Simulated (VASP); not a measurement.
Write the native input for VASP 6.6.1 that does the following.

| Quantity | Value |
| --- | --- |
| Task | single point |
| Functional | PBE |
| Potentials or basis | VASP PAW PBE potentials, release 64 (Cu) |
| Cutoff | 520 eV |
| k mesh | 2 × 3 × 1 |
| Occupations | fermi-dirac, width 0.05 eV |
| Spin | no spin polarisation |
| Dipole correction | no |
| Further INCAR settings | LREAL = Auto; ALGO = Normal; EDIFF = 1e-06; NBANDS = 102 |

The structure of Cu lies in POSCAR:

```
Cu
1.0
    7.2200000000      0.0000000000      0.0000000000
    0.0000000000      5.1053110000      0.0000000000
    0.0000000000      0.0000000000     16.8289830000
Cu
16
Direct
    0.2500000000      0.2499945645      0.0594212972
    0.7500000000      0.2499945645      0.0594212972
    0.2500000000      0.7500032809      0.0594212972
    0.7500000000      0.7500032809      0.0594212972
    0.0033656510     -0.0796033777      0.1468419096
    0.4965096953      0.0324172220      0.1308932334
    0.0215096953      0.4644770906      0.1283381176
    0.5291689751      0.5065117483      0.1439896873
    0.2827285319      0.2060599247      0.2371860498
    0.7547091413      0.2661542069      0.2206847556
    0.2675761773      0.7386229752      0.2141959499
    0.7087673130      0.8093924151      0.2639909970
    0.0181717452      0.0355903881      0.3105654097
    0.4641274238     -0.0167668532      0.3349162573
    0.0175900277      0.4787563383      0.2911702983
    0.5196121884      0.4771501677      0.3037854397
```

The input as run:

INCAR

```
PREC = Accurate ; ENCUT = 520
EDIFF = 1E-6 ; ISMEAR = -1
SIGMA = 0.05 ; LREAL = Auto
LASPH = T ; NELM = 80
ALGO = Normal ; ISIF = 2
LWAVE = F ; LCHARG = F
GGA = PE ; NBANDS = 102
```

KPOINTS

```
regular mesh
0
Gamma
  2 3 1
```

Potentials or basis: VASP PAW PBE potentials, release 64 (Cu).

The run is started by

```bash
$ cat potpaw_PBE.64/Cu/POTCAR > POTCAR
$ mpirun -np 1 vasp_std > vasp.out
```

It gave:

```json
{
 "Largest force": "1.655 eV/Å",
 "Band gap on the k mesh": "zero (band 88 reaches -0.43 eV, above the bottom of band 89 at -0.97 eV)"
}
```

Caveat: the k points lie up to 0.44 Å⁻¹ apart.

Wall time 12 min on 1 thread of Intel(R) Xeon(R) Platinum 8488C (Sapphire Rapids), with other jobs on the host, peak memory 0.62 GiB.
